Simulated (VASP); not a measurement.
Here is a VASP 6.6.1 calculation.

The input INCAR:

```
ALGO = Fast ; EDIFF = 1E-6
ENCUT = 520 ; GGA = PE
ISIF = 2 ; ISMEAR = 0
LASPH = T ; LCHARG = F
LREAL = F ; LWAVE = F
NBANDS = 38 ; NELM = 60
PREC = Accurate ; SIGMA = 0.1
```

KPOINTS

```
k-points
0
Gamma
  8 8 8
```

The input POSCAR:

```
In3PtAu
1.0
    5.2549010370      0.0000000000      0.0000000000
    0.0000000000      5.2549010370      0.0000000000
    0.0000000000      0.0000000000      5.2250295311
In Pt Au
3 1 1
Direct
    0.5000000000      0.5000000000      0.9648746551
    0.0000000000      0.5000000000      0.4346071656
    0.5000000000      0.0000000000      0.4346071656
    0.5000000000      0.5000000000      0.4695041661
    0.0000000000      0.0000000000      0.1564068476
```

Potentials or basis: VASP PAW PBE potentials, release 64 (In_d, Pt, Au).

Command:

```sh
$ cat potpaw_PBE.64/In_d/POTCAR potpaw_PBE.64/Pt/POTCAR potpaw_PBE.64/Au/POTCAR > POTCAR
$ mpirun -np 1 vasp_std > vasp.out
```

Question: Estimate the pressure.

Answer: 0.0 GPa.

Question: What does it give for the band gap on the k mesh?

Answer: Zero (bands 30 and 31 overlap by 0.93 eV).

Question: What does it give for the largest force?

Answer: 0.003 eV/Å.

Forces in eV/Å, atoms in the order of the input:
```
In   0.000  0.000 -0.002
In   0.000  0.000  0.002
In   0.000  0.000  0.002
Pt   0.000  0.000  0.001
Au   0.000  0.000 -0.003
```

Caveat: spin-orbit coupling is left out, which moves the levels of the heavy elements.
